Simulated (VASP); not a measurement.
## Ga2Mo: single point with PBE

Crystal: Ga2Mo.

```
Mo Ga
1.0
     2.13350    3.69534    0.00000
    -2.13350    3.69534    0.00000
     0.00000    0.00000    3.52231
Mo Ga
1 2
Direct
  0.00000 0.00000 0.00000
  0.33330 0.33340 0.50000
  0.66660 0.66670 0.50000
```

| Quantity | Value |
| --- | --- |
| Program | VASP 6.6.1 |
| Task | single point |
| Functional | PBE |
| Potentials or basis | VASP PAW PBE potentials, release 64 (Mo_sv, Ga_d) |
| Cutoff | 520 eV |
| k mesh | 9 × 9 × 10 |
| Occupations | fermi-dirac, width 0.0668 eV |
| Spin | no spin polarisation |

```json
{
  "Pressure": "-14.8 GPa",
  "Band gap on the k mesh": "zero (bands 20 and 21 overlap by 0.59 eV)"
}
```

Stress tensor (GPa, compression positive):
```
-11.48   0.00   0.00
  0.00 -11.47   0.00
  0.00   0.00 -21.57
```

Levels at points of the mesh, in eV from the Fermi level:
| k point | band 16 | band 17 | band 18 | band 19 | band 20 | band 21 | band 22 | band 23 | band 24 | band 25 |
| --- | --- | --- | --- | --- | --- | --- | --- | --- | --- | --- |
| (0.00, 0.00, 0.00) | -2.70 | -2.70 | -1.98 | -0.06 | 0.05 | 0.05 | 1.37 | 2.49 | 2.49 | 3.26 |
| (0.00, 0.00, 0.50) | -5.37 | -1.76 | -1.76 | -0.80 | -0.80 | 0.49 | 0.49 | 1.41 | 2.02 | 3.71 |

It took 3.8 min on 1 thread of Intel Xeon 8259CL (shared host), peak memory 0.33 GiB.

Caveat: the cell stands under tension.
